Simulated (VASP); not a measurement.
Runs of VASP 6.6.1 on CoSn2. The structure is that of space group I4/mcm (No. 140), or close to it. The cells are those of the table. 

```csv
cell,further INCAR settings,gap on the mesh (eV),pressure (GPa)
"a = 4.980 Å, angles 105.6, 105.6, 117.6°, 6 atoms",ALGO = Fast; EDIFF = 1e-06; NBANDS = 46,none,20.8
"a = 5.144 Å, angles 105.6, 105.6, 117.5°, 6 atoms",ALGO = Fast; EDIFF = 1e-06; NBANDS = 46,none,3.9
"a = 5.247 Å, angles 105.7, 105.7, 117.4°, 6 atoms",ALGO = Fast; EDIFF = 1e-07; NBANDS = 46,none,-3.3
"a = 5.091 Å, angles 105.6, 105.6, 117.5°, 6 atoms",ALGO = Fast; EDIFF = 1e-06; NBANDS = 46,none,8.6
"a = 5.036 Å, angles 105.6, 105.6, 117.6°, 6 atoms",ALGO = Fast; EDIFF = 1e-06; NBANDS = 46,none,(a)
"a = 5.196 Å, angles 105.6, 105.6, 117.4°, 6 atoms",ALGO = Fast; EDIFF = 1e-06; NBANDS = 46,none,(b)
```

Alike in all rows: task single point; level PBEsol; potentials or basis VASP PAW PBE potentials, release 64 (Co, Sn_d); no spin polarisation; k mesh 8 × 8 × 8; cutoff (eV) 520; smearing gaussian 0.1 eV.

Question: Estimate the missing entries.

Answer: (a) 14.1; (b) 0.0.

Caveats: the PAW data sets were made with another functional, which shifts forces and pressure a little; spin-orbit coupling is left out, which moves the levels of the heavy elements.

A k mesh can miss the band edges, and the runs leave out spin-orbit coupling on Sn.

A gap of «none» marks levels without a gap at the run's occupations.
